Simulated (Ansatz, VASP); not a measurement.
One calculation of GaP, two programs

```
Ga P
1.0
     2.68221    2.68221    0.00000
    -2.68221    2.68221    0.00000
     0.00000    2.68221    2.70671
Ga P
1 1
Direct
  0.00000 0.00000 0.00000
  0.75000 0.25000 0.50000
```

Change from the starting cell: film at in-plane strain -0.005.

Alike in both runs: task single point; functional LDA; k mesh 8 × 8 × 8; no spin polarisation.

|  | VASP | Ansatz |
| --- | --- | --- |
| version | VASP 6.6.1 | Ansatz 0.2.0 |
| potentials or method | VASP PAW LDA potentials, release 64 (Ga_d, P), cutoff 520 eV | all-electron LAPW, scalar-relativistic |
| occupations | gaussian, width 0.01 eV | fixed |

|  | VASP | Ansatz | Ansatz less VASP |
| --- | --- | --- | --- |
| gap on the k mesh at the Fermi level (eV) | 1.38 | 1.38 | +0.002 |
| pressure (GPa) | 0.6 | 0.5 | -0.07 |
| traceless stress, the component that is largest in VASP (GPa) | -0.48 | -0.48 | -0.001 |

LDA's correlation is that of Perdew and Zunger in VASP and of Perdew and Wang (1992) in Ansatz. Ansatz ran all-electron here, and VASP with PAW potentials.
